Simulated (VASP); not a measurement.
# NbH2 (R-3m) in VASP: a series of runs

Runs on NbH2. Level: PBEsol. Tasks: single point.

Program: VASP 6.6.1. These are calculated values, not measurements. Logs are shortened: lines on timing, memory, paths and dates and some standing lists are left out, and cuts for length are marked.

### 1 The cell of the first run

It takes space group R-3m (No. 166, trigonal). Conventional cell: a = 3.394 Å, b = 3.394 Å, c = 6.930 Å, α = 90.00°, β = 90.00°, γ = 120.00°. Within 2.3 Å of Nb (site symmetry -3m) lie 8 H at 1.73 to 2.04 Å. H (site symmetry 3m) has 4 Nb at 1.73 to 2.04 Å and 6 H at 2.27 Å within 2.3 Å.

### 2 Single point, PBEsol (7.68 Å³/atom)

File INCAR:

```
SYSTEM = NbH2
PREC = Accurate ; ENCUT = 520
EDIFF = 1E-6 ; ISMEAR = 0
SIGMA = 0.15 ; LREAL = .FALSE.
LASPH = .TRUE. ; NELM = 100
ALGO = Normal ; ISIF = 2
LWAVE = .FALSE. ; LCHARG = .FALSE.
GGA = PS ; NBANDS = 14
```

File KPOINTS:

```
regular mesh
0
G
  16 16 16
  0 0 0
```

File POSCAR:

```
NbH2
1.0
   -0.2662415493      2.1337724167      2.1337724167
    2.1337724167     -0.2662415493      2.1337724167
    2.1337724167      2.1337724167     -0.2662415493
Nb H
1 2
Direct
    0.0000000000      0.0000000000      0.0000000000
    0.2500000000      0.2500000000      0.2500000000
    0.7500000000      0.7500000000      0.7500000000
```

Potentials or basis: VASP PAW PBE potentials, release 64 (Nb_sv, H).

Launch:

```
$ cat potpaw_PBE.64/Nb_sv/POTCAR potpaw_PBE.64/H/POTCAR > POTCAR
$ mpirun -np 1 vasp_std > vasp.out
```

OUTCAR:

```text
SYSTEM = NbH2
   PREC = Accurate
   ENCUT = 520
   EDIFF = 1E-6
   ISMEAR = 0
   LREAL = .FALSE.
   LASPH = .TRUE.
   NELM = 100
   ISIF = 2
   GGA = PS

 ion  position               nearest neighbor table
   1  0.000  0.000  0.000-   2 1.73   3 1.73
   2  0.250  0.250  0.250-   1 1.73
   3  0.750  0.750  0.750-   1 1.73

  LATTYP: Found a trigonal (rhomboedric) cell.
 ALAT       =     3.0293322722
 COS(alpha) =     0.3723266135

  Lattice vectors:

 A1 = (  -0.2662415493,   2.1337724167,   2.1337724167)
 A2 = (   2.1337724167,  -0.2662415493,   2.1337724167)
 A3 = (   2.1337724167,   2.1337724167,  -0.2662415493)

Analysis of symmetry for initial positions (statically):
=====================================================================
 Subroutine PRICEL returns:
 Original cell was already a primitive cell.

 Routine SETGRP: Setting up the symmetry group for a
 trigonal (rhombohedral) supercell.

 Subroutine GETGRP returns: Found 12 space group operations
 (whereof 12 operations were pure point group operations)
 out of a pool of 12 trial point group operations.

The static configuration has the point symmetry D_3d.

Analysis of symmetry for dynamics (positions and initial velocities):
=====================================================================
 Subroutine PRICEL returns:
 Original cell was already a primitive cell.

 Routine SETGRP: Setting up the symmetry group for a
 trigonal (rhombohedral) supercell.

 Subroutine GETGRP returns: Found 12 space group operations
 (whereof 12 operations were pure point group operations)
 out of a pool of 12 trial point group operations.

The dynamic configuration has the point symmetry D_3d.

 Subroutine INISYM returns: Found 12 space group operations
 (whereof 12 operations are pure point group operations),
 and found     1 'primitive' translations

----------------------------------------------------------------------------------------

                                     Primitive cell

  volume of cell :      23.0478

  direct lattice vectors                    reciprocal lattice vectors
    -0.266241549  2.133772417  2.133772417    -0.194469971  0.222194271  0.222194271
     2.133772417 -0.266241549  2.133772417     0.222194271 -0.194469971  0.222194271
     2.133772417  2.133772417 -0.266241549     0.222194271  0.222194271 -0.194469971

  length of vectors
     3.029332272  3.029332272  3.029332272     0.369539115  0.369539115  0.369539115

  position of ions in fractional coordinates (direct lattice)
     0.000000000  0.000000000  0.000000000
     0.250000000  0.250000000  0.250000000
     0.750000000  0.750000000  0.750000000

  ion indices of the primitive-cell ions
   primitive index   ion index
[... 91 lines left out ...]
   EFERMI_NEDOS =   21; number of points for ismear=-14 and -15
   IALGO  =     38    algorithm
   IMIX   =      4    mixing-type and parameters
     AMIX     =   0.40;   BMIX     =  1.00
     AMIX_MAG =   1.60;   BMIX_MAG =  1.00
  volume/ion in A,a.u.               =       7.68        51.84
  Fermi-wavevector in a.u.,A,eV,Ry     =   1.418716  2.680985 27.385210  2.012756
  Thomas-Fermi vector in A             =   2.539813
   LORBIT       =      0    0 simple, 1 ext, 2 COOP (PROOUT), +10 PAW based schemes
   GGA     = PS    functional components
   LHFCALC =     F    Hartree Fock is set to
   AEXX    =    0.0000 exact exchange contribution
   IVDW    =     0    specifies the selected vdW correction
   LEPSILON=     F    determine dielectric tensor
   LRPA    =     F    only Hartree local field effects (RPA)
 non-spin polarized calculation
 Gauss-broadening in eV      SIGMA  =   0.15
  energy-cutoff  :      520.00
  volume of cell :       23.05
 maximum number of plane-waves:       639
   NGX = 11   NGY = 11   NGZ = 11

 number of electron      15.0000001 magnetization

 Free energy of the ion-electron system (eV)
  ---------------------------------------------------
  ext. energy  EPLUGINS =         0.00000000
  ---------------------------------------------------
  free energy    TOTEN  =       -17.99089114 eV

  energy without entropy =      -17.97688688  energy(sigma->0) =      -17.98388901

 E-fermi :  10.2330     XC(G=0): -12.2819

 val. band max:       10.2326942707   @ k =   0.2500   0.1875   0.1250
 cond. band min:      10.2329539312   @ k =  -0.3125   0.4375   0.2500
 fundamental gap:      0.0002596605
 Fermi energy:        10.2329528391

 k-point     1 :       0.0000    0.0000    0.0000
  band No.  band energies     occupation
      1     -45.1030      2.00000
      2     -20.9059      2.00000
      3     -20.9059      2.00000
      4     -20.7559      2.00000
      5      -0.5860      2.00000
      6       7.9275      2.00000
      7       7.9275      2.00000
      8       9.1619      2.00000
      9      10.0887      1.82605
     10      11.8289      0.00000
     11      11.8289      0.00000
     12      22.8446      0.00000
     13      22.8446      0.00000
     14      23.4256      0.00000
[... 377 lines left out ...]
      1     -45.0950      2.00000
      2     -20.9567      2.00000
      3     -20.9166      2.00000
      4     -20.7776      2.00000
      5      -0.3416      2.00000
      6       6.8456      2.00000
      7       8.0234      2.00000
      8      10.1357      1.64083
      9      10.3315      0.35262
     10      11.8488      0.00000
     11      11.9447      0.00000
     12      21.3545      0.00000
     13      23.1869      0.00000
     14      24.9466      0.00000

 [... further k-points ...]

------------------------ aborting loop because EDIFF is reached ----------------------------------------

  FORCE on cell =-STRESS in cart. coord.  units (eV):
  Direction    XX          YY          ZZ          XY          YZ          ZX
  --------------------------------------------------------------------------------------
  -------------------------------------------------------------------------------------
  Total        1.1472581      1.1472581      1.1472581      2.9247874      2.9247874      2.9247874
  in kB       79.7522037     79.7522037     79.7522037    203.3180202    203.3180202    203.3180202
  external PRESSURE =      79.7522037 kB  Pullay stress =       0.0000000 kB

 VOLUME and BASIS-vectors are now :
 -----------------------------------------------------------------------------
  energy-cutoff  :      520.00
  volume of cell :       23.05
      direct lattice vectors                 reciprocal lattice vectors
    -0.266241549  2.133772417  2.133772417    -0.194469971  0.222194271  0.222194271
     2.133772417 -0.266241549  2.133772417     0.222194271 -0.194469971  0.222194271
     2.133772417  2.133772417 -0.266241549     0.222194271  0.222194271 -0.194469971

 POSITION                                       TOTAL-FORCE (eV/Angst)
 -----------------------------------------------------------------------------------
      0.00000      0.00000      0.00000        -0.000000      0.000000     -0.000000
      1.00033      1.00033      1.00033         1.068099      1.068099      1.068099
      3.00098      3.00098      3.00098        -1.068099     -1.068099     -1.068099
 -----------------------------------------------------------------------------------
    total drift:                               -0.000000      0.000000     -0.000000

  FREE ENERGIE OF THE ION-ELECTRON SYSTEM (eV)
  ---------------------------------------------------
  free  energy   TOTEN  =       -17.9908911371 eV

  energy  without entropy=      -17.9768868793  energy(sigma->0) =      -17.98388901
```

stdout:

```text
POSCAR found type information on POSCAR NbH
 POSCAR found :  2 types and       3 ions
 scaLAPACK will be used
 -----------------------------------------------------------------------------
|                                                                             |
|                                                                             |
|     You enforced a specific xc type in the INCAR file but a different       |
|     I HOPE YOU KNOW WHAT YOU ARE DOING!                                     |
|                                                                             |
 -----------------------------------------------------------------------------

 LDA part: xc-table for (Slater+PW92), standard interpolation
 POSCAR, INCAR and KPOINTS ok, starting setup
 FFT: planning ... GRIDC
 FFT: planning ... GRID_SOFT
 FFT: planning ... GRID
 WAVECAR not read
 entering main loop
```

Run time: 37 s. Hardware: 1 thread of Intel Xeon 6975P-C (Granite Rapids), shared host; peak memory 0.24 GiB.

Results:

| Quantity | Value |
| --- | --- |
| Free energy | -17.9909 eV |
| Pressure | 8.0 GPa |
| Largest force | 1.850 eV/Å |
| Band gap on the k mesh | zero (an odd number of electrons rules out a gap without spin polarisation) |

Forces in eV/Å, atoms in the order of the input:
```
Nb   0.000  0.000  0.000
H    1.068  1.068  1.068
H   -1.068 -1.068 -1.068
```

Caveat: the cell stands under pressure; the PAW data sets were made with another functional, which shifts forces and pressure a little; an odd number of electrons without spin polarisation forces a metal; a magnetic or distorted state may lie lower.

### 3 Single point, PBEsol (7.68 Å³/atom)

File INCAR:

```
PREC = Accurate
ENCUT = 520
EDIFF = 1E-7
ISMEAR = 0
SIGMA = 0.15
LREAL = F
LASPH = T
NELM = 80
ALGO = Normal
ISIF = 2
LWAVE = F
LCHARG = T
GGA = PS
LELF = T
LVHAR = T
NBANDS = 14
```

File KPOINTS:

```
regular mesh
0
Gamma
  16 16 16
```

File POSCAR:

```
NbH2
1.0
    0.2828721099      2.4086645188      2.4086645188
    2.4086645188      0.2828721099      2.4086645188
    2.4086645188      2.4086645188      0.2828721099
Nb H
1 2
Direct
    0.0000000000      0.0000000000      0.0000000000
    0.2500000000      0.2500000000      0.2500000000
    0.7500000000      0.7500000000      0.7500000000
```

Potentials or basis: VASP PAW PBE potentials, release 64 (Nb_sv, H).

Launch:

```
$ cat potpaw_PBE.64/Nb_sv/POTCAR potpaw_PBE.64/H/POTCAR > POTCAR
$ mpirun -np 1 vasp_std > vasp.out
```

Run time: 81 s. Hardware: 1 thread of Intel Xeon 6975P-C (Granite Rapids), shared host; peak memory 0.27 GiB.

The run converged. Its results:

```
Free energy            : -18.1086 eV
Pressure               : 7.6 GPa
Largest force          : 0.725 eV/Å
Band gap on the k mesh : zero (an odd number of electrons rules out a gap without spin polarisation)
```

Forces in eV/Å, atoms in the order of the input:
```
Nb   0.000  0.000  0.000
H   -0.419 -0.419 -0.419
H    0.419  0.419  0.419
```

Stress tensor (GPa, compression positive):
```
  7.58 -13.22 -13.22
-13.22   7.58 -13.22
-13.22 -13.22   7.58
```

Levels at points of the mesh, in eV from the Fermi level:
```csv
k point,band 3,band 4,band 5,band 6,band 7,band 8,band 9,band 10,band 11,band 12
"(0.00, 0.00, 0.00)",-30.89,-30.89,-10.81,-2.72,-1.23,-0.96,-0.96,1.62,1.62,11.60
"(0.50, 0.00, 0.00)",-31.31,-31.10,-8.63,-4.40,-2.34,-0.33,1.54,3.75,4.84,7.24
"(0.50, 0.50, 0.00)",-31.43,-31.16,-7.85,-4.82,-4.52,2.20,2.66,3.83,6.07,8.89
"(0.50, 0.50, 0.50)",-30.93,-30.93,-8.51,-5.93,-0.97,-0.97,2.51,2.51,4.47,5.95
```

Caveat: the cell stands under pressure; the PAW data sets were made with another functional, which shifts forces and pressure a little; an odd number of electrons without spin polarisation forces a metal; a magnetic or distorted state may lie lower.

### 4 Single point, PBEsol (7.68 Å³/atom)

File INCAR:

```
ALGO = Normal
EDIFF = 1E-6
ENCUT = 520
GGA = PS
ISIF = 2
ISMEAR = 0
LASPH = True
LCHARG = True
LELF = True
LREAL = False
LVHAR = True
LWAVE = False
NBANDS = 14
NELM = 100
PREC = Accurate
SIGMA = 0.15
```

File KPOINTS:

```
k-points
0
Gamma
  16 16 16
```

File POSCAR:

```
NbH2
1.0
    0.1865520997      2.3557625613      2.3557625613
    2.3557625613      0.1865520997      2.3557625613
    2.3557625613      2.3557625613      0.1865520997
Nb H
1 2
Direct
    0.0000000000      0.0000000000      0.0000000000
    0.2500000000      0.2500000000      0.2500000000
    0.7500000000      0.7500000000      0.7500000000
```

Launch:

```
$ cat potpaw_PBE.64/Nb_sv/POTCAR potpaw_PBE.64/H/POTCAR > POTCAR
$ mpirun -np 1 vasp_std > vasp.out
```

Wall time 68 s (1 thread of Intel Xeon 6975P-C (Granite Rapids), shared host); peak memory 0.27 GiB.

Results (log left out):

* Free energy: -18.3171 eV
* Pressure: 3.2 GPa
* Largest force: 0.547 eV/Å
* Band gap on the k mesh: zero (an odd number of electrons rules out a gap without spin polarisation)

Forces on the atoms (eV/Å):
```
Nb   0.000  0.000  0.000
H   -0.316 -0.316 -0.316
H    0.316  0.316  0.316
```

Stress tensor (GPa, compression positive):
```
  3.24 -10.30 -10.30
-10.30   3.24 -10.30
-10.30 -10.30   3.24
```

Levels at points of the mesh, in eV from the Fermi level:
```tsv
k point	band 4	band 5	band 6	band 7	band 8	band 9	band 10	band 11	band 12	band 13
(0.00, 0.00, 0.00)	-30.94	-10.81	-2.30	-1.14	-1.05	-1.05	1.48	1.48	12.15	12.70
(0.50, 0.00, 0.00)	-31.11	-8.58	-4.58	-2.00	-0.62	2.05	3.42	4.94	6.92	11.34
(0.50, 0.50, 0.00)	-31.19	-7.74	-4.89	-4.49	2.45	2.88	3.54	6.39	8.32	8.86
(0.50, 0.50, 0.50)	-30.99	-8.48	-5.62	-1.02	-1.02	2.56	2.56	5.22	5.70	12.28
```

Caveat: the cell stands under pressure; the PAW data sets were made with another functional, which shifts forces and pressure a little; an odd number of electrons without spin polarisation forces a metal; a magnetic or distorted state may lie lower.

### 5 Single point, PBEsol (7.68 Å³/atom)

File INCAR:

```
SYSTEM = NbH2
PREC = Accurate ; ENCUT = 520
EDIFF = 1E-6 ; ISMEAR = 0
SIGMA = 0.15 ; LREAL = .FALSE.
LASPH = .TRUE. ; NELM = 60
ALGO = Normal ; ISIF = 2
LWAVE = .FALSE. ; LCHARG = .FALSE.
GGA = PS ; NBANDS = 14
```

File KPOINTS:

```
regular mesh
0
G
  16 16 16
  0 0 0
```

File POSCAR:

```
NbH2
1.0
   -0.1792224572      2.1727782935      2.1727782935
    2.1727782935     -0.1792224572      2.1727782935
    2.1727782935      2.1727782935     -0.1792224572
Nb H
1 2
Direct
    0.0000000000      0.0000000000      0.0000000000
    0.2500000000      0.2500000000      0.2500000000
    0.7500000000      0.7500000000      0.7500000000
```

Potentials or basis: VASP PAW PBE potentials, release 64 (Nb_sv, H).

Launch:

```
$ cat potpaw_PBE.64/Nb_sv/POTCAR potpaw_PBE.64/H/POTCAR > POTCAR
$ mpirun -np 1 vasp_std > vasp.out
```

OUTCAR:

```text
SYSTEM = NbH2
   PREC = Accurate
   ENCUT = 520
   EDIFF = 1E-6
   ISMEAR = 0
   LREAL = .FALSE.
   LASPH = .TRUE.
   NELM = 60
   ISIF = 2
   GGA = PS

 ion  position               nearest neighbor table
   1  0.000  0.000  0.000-   2 1.80   3 1.80
   2  0.250  0.250  0.250-   1 1.80
   3  0.750  0.750  0.750-   1 1.80

  LATTYP: Found a trigonal (rhomboedric) cell.
 ALAT       =     3.0779947554
 COS(alpha) =     0.4160990780

  Lattice vectors:

 A1 = (  -0.1792224572,   2.1727782935,   2.1727782935)
 A2 = (   2.1727782935,  -0.1792224572,   2.1727782935)
[... 597 lines left out ...]
  FORCE on cell =-STRESS in cart. coord.  units (eV):
  Direction    XX          YY          ZZ          XY          YZ          ZX
  --------------------------------------------------------------------------------------
  -------------------------------------------------------------------------------------
  Total        0.4787340      0.4787340      0.4787340      1.8927673      1.8927673      1.8927673
  in kB       33.2794245     33.2794245     33.2794245    131.5766441    131.5766441    131.5766441
  external PRESSURE =      33.2794245 kB  Pullay stress =       0.0000000 kB

 VOLUME and BASIS-vectors are now :
 -----------------------------------------------------------------------------
  energy-cutoff  :      520.00
  volume of cell :       23.05
      direct lattice vectors                 reciprocal lattice vectors
    -0.179222457  2.172778293  2.172778293    -0.203440236  0.221729696  0.221729696
     2.172778293 -0.179222457  2.172778293     0.221729696 -0.203440236  0.221729696
     2.172778293  2.172778293 -0.179222457     0.221729696  0.221729696 -0.203440236

 POSITION                                       TOTAL-FORCE (eV/Angst)
 -----------------------------------------------------------------------------------
      0.00000      0.00000      0.00000         0.000000     -0.000000      0.000000
      1.04158      1.04158      1.04158         0.585936      0.585936      0.585936
      3.12475      3.12475      3.12475        -0.585936     -0.585936     -0.585936
 -----------------------------------------------------------------------------------
    total drift:                               -0.000000      0.000000      0.000000

  FREE ENERGIE OF THE ION-ELECTRON SYSTEM (eV)
  ---------------------------------------------------
  free  energy   TOTEN  =       -18.2818994957 eV

  energy  without entropy=      -18.2695199452  energy(sigma->0) =      -18.27570972
```

stdout:

```text
POSCAR found type information on POSCAR NbH
 POSCAR found :  2 types and       3 ions
 scaLAPACK will be used
 -----------------------------------------------------------------------------
|                                                                             |
|                                                                             |
|     You enforced a specific xc type in the INCAR file but a different       |
|     I HOPE YOU KNOW WHAT YOU ARE DOING!                                     |
|                                                                             |
 -----------------------------------------------------------------------------

 LDA part: xc-table for (Slater+PW92), standard interpolation
 POSCAR, INCAR and KPOINTS ok, starting setup
 FFT: planning ... GRIDC
 FFT: planning ... GRID_SOFT
 FFT: planning ... GRID
 WAVECAR not read
 entering main loop
```

It took 32 s on 1 thread of Intel Xeon 6975P-C (Granite Rapids), shared host; peak memory 0.24 GiB.

What came out:

```
Free energy            : -18.2819 eV
Pressure               : 3.3 GPa
Largest force          : 1.015 eV/Å
Band gap on the k mesh : zero (an odd number of electrons rules out a gap without spin polarisation)
```

Forces in eV/Å, atoms in the order of the input:
```
Nb   0.000  0.000  0.000
H    0.586  0.586  0.586
H   -0.586 -0.586 -0.586
```

Caveat: the cell stands under pressure; the PAW data sets were made with another functional, which shifts forces and pressure a little; an odd number of electrons without spin polarisation forces a metal; a magnetic or distorted state may lie lower.

### 6 Summary

| cell | gap on the mesh (eV) | pressure (GPa) | largest force (eV/Å) |
| --- | --- | --- | --- |
| a = 3.029 Å, angles 68.1°, 3 atoms | none | 8.0 | 1.85 |
| a = 3.418 Å, angles 52.2°, 3 atoms | none | 7.6 | 0.72 |
| a = 3.337 Å, angles 54.7°, 3 atoms | none | 3.2 | 0.55 |
| a = 3.078 Å, angles 65.4°, 3 atoms | none | 3.3 | 1.01 |

Alike in all rows: task single point; level PBEsol; potentials or basis VASP PAW PBE potentials, release 64 (Nb_sv, H); no spin polarisation; k mesh 16 × 16 × 16; cutoff (eV) 520; smearing gaussian 0.15 eV.

Caveats: the cell stands under pressure; the PAW data sets were made with another functional, which shifts forces and pressure a little; an odd number of electrons without spin polarisation forces a metal; a magnetic or distorted state may lie lower.

Absolute energies hang on the potentials; compare differences alone.
